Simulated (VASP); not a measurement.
# GaN (P6_3mc) in VASP: further runs

Runs on GaN. Level: LDA. Tasks: single point.

Program: VASP 6.6.1. These are calculated values, not measurements. Logs are shortened: lines on timing, memory, paths and dates and some standing lists are left out, and cuts for length are marked.

**1. The cell of the first run**

Symmetry: P6_3mc, No. 186, hexagonal system. Conventional cell: a = 3.193 Å, b = 3.193 Å, c = 5.155 Å, α = 90.00°, β = 90.00°, γ = 120.00°. Within 2.6 Å of Ga (site symmetry 3m) lie 4 N at 1.95 Å. Within 2.6 Å of N (site symmetry 3m) lie 4 Ga at 1.95 Å.

**2. Single point, LDA**

File INCAR:

```
ALGO = Normal ; EDIFF = 1E-6
ENCUT = 910 ; GGA_COMPAT = F
ISIF = 2 ; ISMEAR = 0
LASPH = T ; LCHARG = F
LREAL = F ; LWAVE = F
NBANDS = 26 ; NELM = 120
PREC = Accurate ; SIGMA = 0.01
```

File KPOINTS:

```
k-points
0
Gamma
  9 9 6
```

File POSCAR:

```
GaN
1.0
    3.1927200000      0.0000000000      0.0000000000
   -1.5963600000      2.7649766271      0.0000000000
    0.0000000000      0.0000000000      5.1550480800
Ga N
2 2
Direct
    0.3333333333      0.6666666667     -0.0015078995
    0.6666666667      0.3333333333      0.4984921005
    0.3333333333      0.6666666667      0.3765078995
    0.6666666667      0.3333333333      0.8765078995
```

Potentials or basis: VASP PAW LDA potentials, release 64 (Ga_d, N_h).

Run with:

```
> cat potpaw_LDA.64/Ga_d/POTCAR potpaw_LDA.64/N_h/POTCAR > POTCAR
> mpirun -np 1 vasp_std > vasp.out
```

OUTCAR:

```text
EDIFF = 1E-6
   ENCUT = 910
   ISIF = 2
   ISMEAR = 0
   LASPH = T
   LREAL = F
   NELM = 120
   PREC = Accurate

 ion  position               nearest neighbor table
   1  0.333  0.667  0.998-   4 1.95   4 1.95   4 1.95   3 1.95
   2  0.667  0.333  0.498-   3 1.95   3 1.95   3 1.95   4 1.95
   3  0.333  0.667  0.377-   2 1.95   2 1.95   2 1.95   1 1.95
   4  0.667  0.333  0.877-   1 1.95   1 1.95   1 1.95   2 1.95

  LATTYP: Found a hexagonal cell.
 ALAT       =     3.1927200000
 C/A-ratio  =     1.6146257987

  Lattice vectors:

 A1 = (   3.1927200000,   0.0000000000,   0.0000000000)
 A2 = (  -1.5963600000,   2.7649766271,   0.0000000000)
 A3 = (   0.0000000000,   0.0000000000,   5.1550480800)

Analysis of symmetry for initial positions (statically):
=====================================================================
 Subroutine PRICEL returns:
 Original cell was already a primitive cell.

 Routine SETGRP: Setting up the symmetry group for a
 hexagonal supercell.

 Subroutine GETGRP returns: Found 12 space group operations
 (whereof  6 operations were pure point group operations)
 out of a pool of 24 trial point group operations.

The static configuration has the point symmetry C_3v.
 The point group associated with its full space group is C_6v.

Analysis of symmetry for dynamics (positions and initial velocities):
=====================================================================
 Subroutine PRICEL returns:
 Original cell was already a primitive cell.

 Routine SETGRP: Setting up the symmetry group for a
 hexagonal supercell.

 Subroutine GETGRP returns: Found 12 space group operations
 (whereof  6 operations were pure point group operations)
 out of a pool of 24 trial point group operations.

The dynamic configuration has the point symmetry C_3v.
 The point group associated with its full space group is C_6v.

 Subroutine INISYM returns: Found 12 space group operations
 (whereof  6 operations are pure point group operations),
 and found     1 'primitive' translations

----------------------------------------------------------------------------------------

                                     Primitive cell

  volume of cell :      45.5077

  direct lattice vectors                    reciprocal lattice vectors
     3.192720000  0.000000000  0.000000000     0.313212559  0.180833355  0.000000000
    -1.596360000  2.764976627  0.000000000     0.000000000  0.361666710  0.000000000
     0.000000000  0.000000000  5.155048080     0.000000000  0.000000000  0.193984612

  length of vectors
     3.192720000  3.192720000  5.155048080     0.361666710  0.361666710  0.193984612

  position of ions in fractional coordinates (direct lattice)
     0.333333333  0.666666667  0.998492101
     0.666666667  0.333333333  0.498492101
     0.333333333  0.666666667  0.376507899
     0.666666667  0.333333333  0.876507899

  ion indices of the primitive-cell ions
   primitive index   ion index
                 1           1
                 2           2
                 3           3
                 4           4

----------------------------------------------------------------------------------------

 KPOINTS: k-points

Automatic generation of k-mesh.
 Grid dimensions read from file:
 generate k-points for:    9    9    6

 Generating k-lattice:

  Cartesian coordinates                     Fractional coordinates (reciprocal lattice)
     0.034801395  0.020092595  0.000000000     0.111111111  0.000000000  0.000000000
     0.000000000  0.040185190  0.000000000     0.000000000  0.111111111  0.000000000
     0.000000000  0.000000000  0.032330769     0.000000000  0.000000000  0.166666667

  Length of vectors
     0.040185190  0.040185190  0.032330769

  Shift w.r.t. Gamma in fractional coordinates (k-lattice)
     0.000000000  0.000000000  0.000000000

 Subroutine IBZKPT returns following result:
 ===========================================

 Found     48 irreducible k-points:

 Following reciprocal coordinates:
            Coordinates               Weight
  0.000000  0.000000  0.000000      1.000000
  0.111111 -0.000000  0.000000      6.000000
  0.222222  0.000000  0.000000      6.000000
  0.333333  0.000000  0.000000      6.000000
  0.444444  0.000000  0.000000      6.000000
  0.111111  0.111111  0.000000      6.000000
[... 16 lines left out ...]
  0.333333  0.222222  0.166667     24.000000
  0.333333  0.333333  0.166667      4.000000
 [... further k-points ...]
   k-points           NKPTS =     48   k-points in BZ     NKDIM =     48   number of bands    NBANDS=     26
   number of dos      NEDOS =    301   number of ions     NIONS =      4
   total plane-waves  NPLWV =  55296
   dimension x,y,z NGX =    32 NGY =   32 NGZ =   54
   dimension x,y,z NGXF=    64 NGYF=   64 NGZF=  108
   ions per type =               2   2
   NGX,Y,Z   is equivalent  to a cutoff of  16.66, 16.66, 17.41 a.u.
   NGXF,Y,Z  is equivalent  to a cutoff of  33.33, 33.33, 34.83 a.u.
 SYSTEM =  unknown system
   PREC   = accura    normal or accurate (medium, high low for compatibility)
   ISTART =      0    job   : 0-new  1-cont  2-samecut
   ICHARG =      2    charge: 1-file 2-atom 10-const
   ISPIN  =      1    spin polarized calculation?
   LNONCOLLINEAR =      F non collinear calculations
   LSORBIT =      F    spin-orbit coupling
   LASPH  =      T    aspherical Exc in radial PAW
   ENCUT  =  910.0 eV  66.88 Ry    8.18 a.u.   7.85  7.85 12.68*2*pi/ulx,y,z
   NELM   =    120;   NELMIN=  2; NELMDL= -5     # of ELM steps
   EDIFF  = 0.1E-05   stopping-criterion for ELM
   LREAL  =      F    real-space projection
   EDIFFG = 0.1E-04   stopping-criterion for IOM
   NSW    =      0    number of steps for IOM
   IBRION =     -1    ionic relax: 0-MD 1-quasi-New 2-CG
   NFREE  =      0    steps in history (QN), initial steepest desc. (CG)
   ISIF   =      2    stress and relaxation
   ISYM   =      2    0-nonsym 1-usesym 2-fastsym
   POTIM  = 0.5000    time-step for ionic-motion
   TEBEG  =    0.0;   TEEND  =   0.0 temperature during run
   PSTRESS=    0.0 pullay stress
   NELECT =      36.0000    total number of electrons
   NUPDOWN=      -1.0000    fix difference up-down
   EMIN   =  10.00;   EMAX   =-10.00  energy-range for DOS
   EFERMI =   0.00;   METHOD = LEGACY
   ISMEAR =     0;   SIGMA  =   0.01  broadening in eV -4-tet -1-fermi 0-gaus
   EFERMI_NEDOS =   21; number of points for ismear=-14 and -15
   IALGO  =     38    algorithm
   IMIX   =      4    mixing-type and parameters
     AMIX     =   0.40;   BMIX     =  1.00
     AMIX_MAG =   1.60;   BMIX_MAG =  1.00
  volume/ion in A,a.u.               =      11.38        76.78
  Fermi-wavevector in a.u.,A,eV,Ry     =   1.514075  2.861186 31.190301  2.292422
  Thomas-Fermi vector in A             =   2.623781
   LORBIT       =      0    0 simple, 1 ext, 2 COOP (PROOUT), +10 PAW based schemes
   GGA     = CA    functional components
   LHFCALC =     F    Hartree Fock is set to
   AEXX    =    0.0000 exact exchange contribution
   IVDW    =     0    specifies the selected vdW correction
   LEPSILON=     F    determine dielectric tensor
   LRPA    =     F    only Hartree local field effects (RPA)
 non-spin polarized calculation
 Gauss-broadening in eV      SIGMA  =   0.01
  energy-cutoff  :      910.00
  volume of cell :       45.51
 maximum number of plane-waves:      2859
 NGX is ok and might be reduce to    32
   NGX = 15   NGY = 15   NGZ = 25

 number of electron      36.0000001 magnetization

 Free energy of the ion-electron system (eV)
  ---------------------------------------------------
  ext. energy  EPLUGINS =         0.00000000
  ---------------------------------------------------
  free energy    TOTEN  =       -27.89824756 eV

  energy without entropy =      -27.89824756  energy(sigma->0) =      -27.89824756

 E-fermi :   5.4535     XC(G=0): -12.1569

 val. band max:        5.4117169484   @ k =   0.0000   0.0000   0.0000
 cond. band min:       7.3891013663   @ k =   0.0000   0.0000   0.0000
 fundamental gap:      1.9773844179
 Fermi energy:         5.4534661509

 k-point     1 :       0.0000    0.0000    0.0000
  band No.  band energies     occupation
      1     -10.4613      2.00000
      2      -9.5811      2.00000
      3      -8.1316      2.00000
      4      -8.1181      2.00000
      5      -8.1181      2.00000
      6      -8.0556      2.00000
[... 18 lines left out ...]
     25      16.9301      0.00000
     26      16.9301      0.00000

 k-point     2 :       0.1111   -0.0000    0.0000
  band No.  band energies     occupation
      1     -10.3404      2.00000
      2      -9.5535      2.00000
      3      -8.1192      2.00000
      4      -8.1009      2.00000
      5      -8.0774      2.00000
      6      -8.0409      2.00000
[... 18 lines left out ...]
     25      16.5482      0.00000
     26      17.1976      0.00000

 k-point     3 :       0.2222    0.0000    0.0000
  band No.  band energies     occupation
      1     -10.0434      2.00000
      2      -9.4969      2.00000
      3      -8.0839      2.00000
      4      -8.0667      2.00000
      5      -8.0074      2.00000
      6      -7.9710      2.00000
[... 18 lines left out ...]
     25      16.7160      0.00000
     26      17.7592      0.00000

 k-point     4 :       0.3333    0.0000    0.0000
  band No.  band energies     occupation
      1      -9.7523      2.00000
      2      -9.4544      2.00000
      3      -8.0647      2.00000
      4      -8.0480      2.00000
      5      -7.9655      2.00000
      6      -7.9042      2.00000
[... 18 lines left out ...]
     25      16.8430      0.00000
     26      18.5377      0.00000
[... 496 lines left out ...]
      1      -9.6105      2.00000
      2      -9.4415      2.00000
      3      -8.0765      2.00000
      4      -8.0132      2.00000
      5      -7.9513      2.00000
      6      -7.9372      2.00000
[... 18 lines left out ...]
     25      16.4514      0.00000
     26      18.9532      0.00000

 k-point    23 :       0.3333    0.2222    0.1667
  band No.  band energies     occupation
      1      -9.5126      2.00000
      2      -9.4353      2.00000
      3      -8.0916      2.00000
      4      -7.9924      2.00000
      5      -7.9386      2.00000
      6      -7.8998      2.00000
[... 18 lines left out ...]
     25      17.3551      0.00000
     26      18.6304      0.00000

 k-point    24 :       0.3333    0.3333    0.1667
  band No.  band energies     occupation
      1      -9.4567      2.00000
      2      -9.4567      2.00000
      3      -8.1040      2.00000
      4      -7.9460      2.00000
      5      -7.9460      2.00000
      6      -7.8979      2.00000
[... 18 lines left out ...]
     25      18.2572      0.00000
     26      18.3980      0.00000

 [... further k-points ...]

------------------------ aborting loop because EDIFF is reached ----------------------------------------

  FORCE on cell =-STRESS in cart. coord.  units (eV):
  Direction    XX          YY          ZZ          XY          YZ          ZX
  --------------------------------------------------------------------------------------
  -------------------------------------------------------------------------------------
  Total       -1.4242346     -1.4242346     -0.6222926      0.0000000     -0.0000000      0.0000000
  in kB      -50.1426282    -50.1426282    -21.9088809      0.0000000     -0.0000000      0.0000000
  external PRESSURE =     -40.7313791 kB  Pullay stress =       0.0000000 kB

 VOLUME and BASIS-vectors are now :
 -----------------------------------------------------------------------------
  energy-cutoff  :      910.00
  volume of cell :       45.51
      direct lattice vectors                 reciprocal lattice vectors
     3.192720000  0.000000000  0.000000000     0.313212559  0.180833355  0.000000000
    -1.596360000  2.764976627  0.000000000     0.000000000  0.361666710  0.000000000
     0.000000000  0.000000000  5.155048080     0.000000000  0.000000000  0.193984612

 POSITION                                       TOTAL-FORCE (eV/Angst)
 -----------------------------------------------------------------------------------
     -0.00000      1.84332      5.14727        -0.000000     -0.000000     -0.001084
      1.59636      0.92166      2.56975        -0.000000     -0.000000     -0.001084
     -0.00000      1.84332      1.94092         0.000000     -0.000000      0.001084
      1.59636      0.92166      4.51844         0.000000      0.000000      0.001084
 -----------------------------------------------------------------------------------
    total drift:                               -0.000000     -0.000000     -0.000309

  FREE ENERGIE OF THE ION-ELECTRON SYSTEM (eV)
  ---------------------------------------------------
  free  energy   TOTEN  =       -27.8982475638 eV

  energy  without entropy=      -27.8982475638  energy(sigma->0) =      -27.89824756
```

It took 77 s on 1 thread of AMD EPYC 9R45 (Zen 5), shared host; peak memory 0.22 GiB.

What came out:

```yaml
Free_energy: -27.8982 eV
Pressure: -4.1 GPa
Band_gap_on_the_k_mesh: 1.98 eV
```

Levels at points of the mesh, in eV from the valence-band top:
```tsv
k point	band 14	band 15	band 16	band 17	band 18	band 19	band 20	band 21	band 22	band 23
(0.00, 0.00, 0.00)	-1.08	-1.08	-0.01	-0.01	0.00	1.98	4.10	9.14	9.66	9.66
(0.00, 0.00, 0.50)	-3.79	-0.56	-0.56	-0.56	-0.56	4.20	4.20	8.37	8.37	10.19
```

Caveat: the cutoff is under 1.25 times the usual one of these potentials, so pressure, stress and relaxed cells hold a basis-set (Pulay) error; the cell stands under tension.

**3. Single point, LDA**

This run uses another cell than the first one, of 11.28 Å³/atom.

File INCAR:

```
  PREC = Accurate
  ENCUT = 910
  EDIFF = 1E-6
  ISMEAR = 0
  SIGMA = 0.01
  LREAL = False
  LASPH = True
  NELM = 120
  ALGO = Normal
  ISIF = 2
  LWAVE = False
  LCHARG = False
  GGA = CA
  NBANDS = 26
  GGA_COMPAT = False
```

File KPOINTS:

```
Automatic mesh
0
Gamma
  9 9 6
```

File POSCAR:

```
GaN
1.0
    3.1736400000      0.0000000000      0.0000000000
   -1.5868200000      2.7484528624      0.0000000000
    0.0000000000      0.0000000000      5.1714759600
Ga N
2 2
Direct
    0.3333333333      0.6666666667     -0.0007839518
    0.6666666667      0.3333333333      0.4992160482
    0.3333333333      0.6666666667      0.3757839518
    0.6666666667      0.3333333333      0.8757839518
```

Potentials or basis: VASP PAW LDA potentials, release 64 (Ga_d, N_h).

Run with:

```
> cat potpaw_LDA.64/Ga_d/POTCAR potpaw_LDA.64/N_h/POTCAR > POTCAR
> mpirun -np 1 vasp_std > vasp.out
```

Run time: 3.1 min. Hardware: 1 thread of Intel Xeon Platinum 8259CL at 2.50GHz (Skylake/Cascade Lake), shared host; peak memory 0.25 GiB.

The run converged. Its results:

```yaml
Free_energy: -27.9099 eV
Pressure: -2.8 GPa
Band_gap_on_the_k_mesh: 2.01 eV
```

Stress tensor (GPa, compression positive):
```
-2.81  0.00  0.00
 0.00 -2.81  0.00
 0.00  0.00 -2.71
```

Levels at points of the mesh, in eV from the valence-band top:
```csv
k point,band 15,band 16,band 17,band 18,band 19,band 20,band 21,band 22
"(0.00, 0.00, 0.00)",-1.06,-0.05,0.00,0.00,2.01,4.25,9.11,9.79
"(0.00, 0.00, 0.50)",-0.54,-0.54,-0.54,-0.54,4.28,4.28,8.37,8.37
```

Caveat: the cutoff is under 1.25 times the usual one of these potentials, so pressure, stress and relaxed cells hold a basis-set (Pulay) error. LDA gaps usually lie below the measured ones, often by a third to a half.
